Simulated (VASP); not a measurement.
# Ta (P6_3/mmc) in VASP: single point with PBEsol

Aim: the single point of Ta with PBEsol.

Everything below comes from runs of VASP 6.6.1. Logs are shortened: lines on timing, memory, paths and dates and some standing lists are left out, and cuts for length are marked.

## (1) The cell of the first run

It takes space group P6_3/mmc (No. 194, hexagonal). Conventional cell: a = 2.900 Å, b = 2.900 Å, c = 5.166 Å, α = 90.00°, β = 90.00°, γ = 120.00°. Within 3.8 Å of Ta (site symmetry -6m2) lie 12 Ta at 2.90 to 3.08 Å.

This isn't the form of Ta at room conditions, which is bcc.

## (2) Single point, PBEsol

INCAR

```
ALGO = Normal ; EDIFF = 1E-6
ENCUT = 520 ; GGA = PS
ISIF = 2 ; ISMEAR = 0
LASPH = T ; LCHARG = T
LELF = T ; LREAL = F
LVHAR = T ; LWAVE = F
NBANDS = 18 ; NELM = 60
PREC = Accurate ; SIGMA = 0.1
```

KPOINTS

```
k-points
0
Gamma
  11 11 6
```

POSCAR

```
Ta
1.0
    2.9003720000      0.0000000000      0.0000000000
   -1.4501860000      2.5117960000      0.0000000000
    0.0000000000      0.0000000000      5.1662740000
Ta
2
Direct
    0.6666666667      0.3333333333      0.7500000000
    0.3333333333      0.6666666667      0.2500000000
```

Potentials or basis: VASP PAW PBE potentials, release 64 (Ta_pv).

The run is started by

```sh
$ cat potpaw_PBE.64/Ta_pv/POTCAR > POTCAR
$ mpirun -np 1 vasp_std > vasp.out
```

OUTCAR:

```text
EDIFF = 1E-6
   ENCUT = 520
   GGA = PS
   ISIF = 2
   ISMEAR = 0
   LASPH = T
   LREAL = F
   NELM = 60
   PREC = Accurate

 ion  position               nearest neighbor table
   1  0.667  0.333  0.750-   2 3.08   2 3.08   2 3.08   2 3.08   2 3.08   2 3.08
   2  0.333  0.667  0.250-   1 3.08   1 3.08   1 3.08   1 3.08   1 3.08   1 3.08

  LATTYP: Found a hexagonal cell.
 ALAT       =     2.9003720000
 C/A-ratio  =     1.7812453023

  Lattice vectors:

 A1 = (   2.9003720000,   0.0000000000,   0.0000000000)
 A2 = (  -1.4501860000,   2.5117960000,   0.0000000000)
 A3 = (   0.0000000000,   0.0000000000,   5.1662740000)

Analysis of symmetry for initial positions (statically):
=====================================================================
 Subroutine PRICEL returns:
 Original cell was already a primitive cell.

 Routine SETGRP: Setting up the symmetry group for a
 hexagonal supercell.

 Subroutine GETGRP returns: Found 24 space group operations
 (whereof 12 operations were pure point group operations)
 out of a pool of 24 trial point group operations.

The static configuration has the point symmetry D_3d.
 The point group associated with its full space group is D_6h.

Analysis of symmetry for dynamics (positions and initial velocities):
=====================================================================
 Subroutine PRICEL returns:
 Original cell was already a primitive cell.

 Routine SETGRP: Setting up the symmetry group for a
 hexagonal supercell.

 Subroutine GETGRP returns: Found 24 space group operations
 (whereof 12 operations were pure point group operations)
 out of a pool of 24 trial point group operations.

The dynamic configuration has the point symmetry D_3d.
 The point group associated with its full space group is D_6h.

 Subroutine INISYM returns: Found 24 space group operations
 (whereof 12 operations are pure point group operations),
 and found     1 'primitive' translations

----------------------------------------------------------------------------------------

                                     Primitive cell

  volume of cell :      37.6370

  direct lattice vectors                    reciprocal lattice vectors
     2.900372000  0.000000000  0.000000000     0.344783359  0.199060752  0.000000000
    -1.450186000  2.511796000  0.000000000     0.000000000  0.398121503  0.000000000
     0.000000000  0.000000000  5.166274000     0.000000000  0.000000000  0.193563098

  length of vectors
     2.900372000  2.900372145  5.166274000     0.398121523  0.398121503  0.193563098

  position of ions in fractional coordinates (direct lattice)
     0.666666667  0.333333333  0.750000000
     0.333333333  0.666666667  0.250000000

  ion indices of the primitive-cell ions
   primitive index   ion index
                 1           1
                 2           2

----------------------------------------------------------------------------------------

 KPOINTS: k-points

Automatic generation of k-mesh.
 Grid dimensions read from file:
 generate k-points for:   11   11    6

 Generating k-lattice:

  Cartesian coordinates                     Fractional coordinates (reciprocal lattice)
     0.031343942  0.018096432  0.000000000     0.090909091  0.000000000  0.000000000
     0.000000000  0.036192864  0.000000000     0.000000000  0.090909091  0.000000000
     0.000000000  0.000000000  0.032260516     0.000000000  0.000000000  0.166666667

  Length of vectors
     0.036192866  0.036192864  0.032260516

  Shift w.r.t. Gamma in fractional coordinates (k-lattice)
     0.000000000  0.000000000  0.000000000

 Subroutine IBZKPT returns following result:
 ===========================================

 Found     64 irreducible k-points:

 Following reciprocal coordinates:
            Coordinates               Weight
  0.000000  0.000000  0.000000      1.000000
  0.090909  0.000000  0.000000      6.000000
  0.181818  0.000000  0.000000      6.000000
  0.272727 -0.000000  0.000000      6.000000
  0.363636  0.000000  0.000000      6.000000
  0.454545  0.000000  0.000000      6.000000
[... 16 lines left out ...]
  0.090909  0.090909  0.166667     12.000000
  0.181818  0.090909  0.166667     24.000000
 [... further k-points ...]
   k-points           NKPTS =     64   k-points in BZ     NKDIM =     64   number of bands    NBANDS=     18
   number of dos      NEDOS =    301   number of ions     NIONS =      2
   total plane-waves  NPLWV =  23040
   dimension x,y,z NGX =    24 NGY =   24 NGZ =   40
   dimension x,y,z NGXF=    48 NGYF=   48 NGZF=   80
   ions per type =               2
   NGX,Y,Z   is equivalent  to a cutoff of  13.76, 13.76, 12.87 a.u.
   NGXF,Y,Z  is equivalent  to a cutoff of  27.51, 27.51, 25.74 a.u.
 SYSTEM =  unknown system
   PREC   = accura    normal or accurate (medium, high low for compatibility)
   ISTART =      0    job   : 0-new  1-cont  2-samecut
   ICHARG =      2    charge: 1-file 2-atom 10-const
   ISPIN  =      1    spin polarized calculation?
   LNONCOLLINEAR =      F non collinear calculations
   LSORBIT =      F    spin-orbit coupling
   LASPH  =      T    aspherical Exc in radial PAW
   ENCUT  =  520.0 eV  38.22 Ry    6.18 a.u.   5.39  5.39  9.61*2*pi/ulx,y,z
   NELM   =     60;   NELMIN=  2; NELMDL= -5     # of ELM steps
   EDIFF  = 0.1E-05   stopping-criterion for ELM
   LREAL  =      F    real-space projection
   EDIFFG = 0.1E-04   stopping-criterion for IOM
   NSW    =      0    number of steps for IOM
   IBRION =     -1    ionic relax: 0-MD 1-quasi-New 2-CG
   NFREE  =      0    steps in history (QN), initial steepest desc. (CG)
   ISIF   =      2    stress and relaxation
   ISYM   =      2    0-nonsym 1-usesym 2-fastsym
   POTIM  = 0.5000    time-step for ionic-motion
   TEBEG  =    0.0;   TEEND  =   0.0 temperature during run
   PSTRESS=    0.0 pullay stress
   NELECT =      22.0000    total number of electrons
   NUPDOWN=      -1.0000    fix difference up-down
   EMIN   =  10.00;   EMAX   =-10.00  energy-range for DOS
   EFERMI =   0.00;   METHOD = LEGACY
   ISMEAR =     0;   SIGMA  =   0.10  broadening in eV -4-tet -1-fermi 0-gaus
   EFERMI_NEDOS =   21; number of points for ismear=-14 and -15
   IALGO  =     38    algorithm
   IMIX   =      4    mixing-type and parameters
     AMIX     =   0.40;   BMIX     =  1.00
     AMIX_MAG =   1.60;   BMIX_MAG =  1.00
  volume/ion in A,a.u.               =      18.82       126.99
  Fermi-wavevector in a.u.,A,eV,Ry     =   1.368812  2.586680 25.492516  1.873647
  Thomas-Fermi vector in A             =   2.494743
   LORBIT       =      0    0 simple, 1 ext, 2 COOP (PROOUT), +10 PAW based schemes
   GGA     = PS    functional components
   LHFCALC =     F    Hartree Fock is set to
   AEXX    =    0.0000 exact exchange contribution
   IVDW    =     0    specifies the selected vdW correction
   LEPSILON=     F    determine dielectric tensor
   LRPA    =     F    only Hartree local field effects (RPA)
 non-spin polarized calculation
 Gauss-broadening in eV      SIGMA  =   0.10
  energy-cutoff  :      520.00
  volume of cell :       37.64
 maximum number of plane-waves:      1045
 NGX is ok and might be reduce to    24
   NGX = 11   NGY = 11   NGZ = 19

 number of electron      22.0000003 magnetization

 Free energy of the ion-electron system (eV)
  ---------------------------------------------------
  ext. energy  EPLUGINS =         0.00000000
  ---------------------------------------------------
  free energy    TOTEN  =       -24.49876171 eV

  energy without entropy =      -24.48999401  energy(sigma->0) =      -24.49437786

 E-fermi :   5.3940     XC(G=0): -12.4929

 val. band max:        5.3895016351   @ k =   0.1818   0.0000   0.0000
 cond. band min:       5.4076183504   @ k =   0.3636   0.0000   0.0000
 fundamental gap:      0.0181167153
 Fermi energy:         5.3939792059

 k-point     1 :       0.0000    0.0000    0.0000
  band No.  band energies     occupation
      1     -29.1278      2.00000
      2     -28.3142      2.00000
      3     -28.1890      2.00000
      4     -28.1890      2.00000
      5     -28.1068      2.00000
      6     -28.1068      2.00000
[... 10 lines left out ...]
     17      10.5037      0.00000
     18      10.5037      0.00000

 k-point     2 :       0.0909    0.0000    0.0000
  band No.  band energies     occupation
      1     -29.1017      2.00000
      2     -28.3172      2.00000
      3     -28.2737      2.00000
      4     -28.2119      2.00000
      5     -28.1934      2.00000
      6     -28.1224      2.00000
[... 10 lines left out ...]
     17      10.6266      0.00000
     18      11.1455      0.00000

 k-point     3 :       0.1818    0.0000    0.0000
  band No.  band energies     occupation
      1     -29.0282      2.00000
      2     -28.4983      2.00000
      3     -28.4179      2.00000
      4     -28.3283      2.00000
      5     -28.2718      2.00000
      6     -28.1654      2.00000
[... 10 lines left out ...]
     17      10.8164      0.00000
     18      12.4472      0.00000

 k-point     4 :       0.2727   -0.0000    0.0000
  band No.  band energies     occupation
      1     -28.9218      2.00000
      2     -28.7864      2.00000
      3     -28.6974      2.00000
      4     -28.3524      2.00000
      5     -28.3475      2.00000
      6     -28.2227      2.00000
[... 10 lines left out ...]
     17      10.9119      0.00000
     18      13.3205      0.00000

 k-point     5 :       0.3636    0.0000    0.0000
  band No.  band energies     occupation
      1     -29.0441      2.00000
      2     -28.9422      2.00000
      3     -28.8056      2.00000
      4     -28.4151      2.00000
      5     -28.3922      2.00000
      6     -28.2759      2.00000
[... 10 lines left out ...]
     17      10.9214      0.00000
     18      13.0884      0.00000

 k-point     6 :       0.4545    0.0000    0.0000
  band No.  band energies     occupation
      1     -29.1939      2.00000
      2     -29.0832      2.00000
      3     -28.7169      2.00000
      4     -28.4545      2.00000
      5     -28.4353      2.00000
      6     -28.3076      2.00000
[... 10 lines left out ...]
     17      11.8616      0.00000
     18      13.1574      0.00000

 k-point     7 :       0.0909    0.0909    0.0000
  band No.  band energies     occupation
      1     -29.0518      2.00000
      2     -28.4141      2.00000
      3     -28.3631      2.00000
      4     -28.3243      2.00000
      5     -28.2422      2.00000
      6     -28.1628      2.00000
[... 10 lines left out ...]
     17      10.6515      0.00000
     18      12.1589      0.00000

 k-point     8 :       0.1818    0.0909    0.0000
  band No.  band energies     occupation
      1     -28.9616      2.00000
      2     -28.6541      2.00000
      3     -28.6008      2.00000
      4     -28.3421      2.00000
      5     -28.3252      2.00000
      6     -28.2283      2.00000
[... 10 lines left out ...]
     17      10.6520      0.00000
     18      13.5504      0.00000
[... 229 lines left out ...]
     17      10.6686      0.00000
     18      11.6912      0.00000

 k-point    20 :       0.2727   -0.0000    0.1667
  band No.  band energies     occupation
      1     -28.9238      2.00000
      2     -28.7559      2.00000
      3     -28.7068      2.00000
      4     -28.3725      2.00000
      5     -28.3393      2.00000
      6     -28.2312      2.00000
[... 10 lines left out ...]
     17      10.7228      0.00000
     18      12.2816      0.00000

 k-point    21 :       0.3636    0.0000    0.1667
  band No.  band energies     occupation
      1     -29.0634      2.00000
      2     -28.9677      2.00000
      3     -28.7478      2.00000
      4     -28.4059      2.00000
      5     -28.4042      2.00000
      6     -28.2854      2.00000
[... 10 lines left out ...]
     17      10.9761      0.00000
     18      12.4863      0.00000

 k-point    22 :       0.4545    0.0000    0.1667
  band No.  band energies     occupation
      1     -29.2043      2.00000
      2     -29.1055      2.00000
      3     -28.6789      2.00000
      4     -28.4448      2.00000
      5     -28.4384      2.00000
      6     -28.3176      2.00000
[... 10 lines left out ...]
     17      11.8969      0.00000
     18      12.4662      0.00000

 k-point    23 :       0.0909    0.0909    0.1667
  band No.  band energies     occupation
      1     -29.0095      2.00000
      2     -28.4211      2.00000
      3     -28.4053      2.00000
      4     -28.3216      2.00000
      5     -28.2361      2.00000
      6     -28.1692      2.00000
[... 10 lines left out ...]
     17      10.5343      0.00000
     18      11.5639      0.00000

 k-point    24 :       0.1818    0.0909    0.1667
  band No.  band energies     occupation
      1     -28.9383      2.00000
      2     -28.6441      2.00000
      3     -28.6123      2.00000
      4     -28.3719      2.00000
      5     -28.3124      2.00000
      6     -28.2351      2.00000
[... 10 lines left out ...]
     17      10.4861      0.00000
     18      12.3034      0.00000

 [... further k-points ...]

------------------------ aborting loop because EDIFF is reached ----------------------------------------

  FORCE on cell =-STRESS in cart. coord.  units (eV):
  Direction    XX          YY          ZZ          XY          YZ          ZX
  --------------------------------------------------------------------------------------
  -------------------------------------------------------------------------------------
  Total       -1.7211396     -1.7211398     -1.5739030     -0.0000000      0.0000000      0.0000000
  in kB      -73.2674660    -73.2674757    -66.9997303     -0.0000000      0.0000000      0.0000000
  external PRESSURE =     -71.1782240 kB  Pullay stress =       0.0000000 kB

 VOLUME and BASIS-vectors are now :
 -----------------------------------------------------------------------------
  energy-cutoff  :      520.00
  volume of cell :       37.64
      direct lattice vectors                 reciprocal lattice vectors
     2.900372000  0.000000000  0.000000000     0.344783359  0.199060752  0.000000000
    -1.450186000  2.511796000  0.000000000     0.000000000  0.398121503  0.000000000
     0.000000000  0.000000000  5.166274000     0.000000000  0.000000000  0.193563098

 POSITION                                       TOTAL-FORCE (eV/Angst)
 -----------------------------------------------------------------------------------
      1.45019      0.83727      3.87471         0.000000     -0.000000      0.000000
     -0.00000      1.67453      1.29157        -0.000000      0.000000      0.000000
 -----------------------------------------------------------------------------------
    total drift:                                0.000000     -0.000000      0.000000

  FREE ENERGIE OF THE ION-ELECTRON SYSTEM (eV)
  ---------------------------------------------------
  free  energy   TOTEN  =       -24.4987617061 eV

  energy  without entropy=      -24.4899940147  energy(sigma->0) =      -24.49437786
```

Run time: 46 s. Hardware: 1 thread of Intel Xeon 8259CL, shared host; peak memory 0.18 GiB.

Results:

| Quantity | Value |
| --- | --- |
| Free energy | -24.4988 eV |
| Pressure | -7.1 GPa |
| Band gap on the k mesh | zero (bands 11 and 12 overlap by 2.13 eV) |

Caveat: the cell stands under tension; the PAW data sets were made with another functional, which shifts forces and pressure a little; spin-orbit coupling is left out, which moves the levels of the heavy elements.
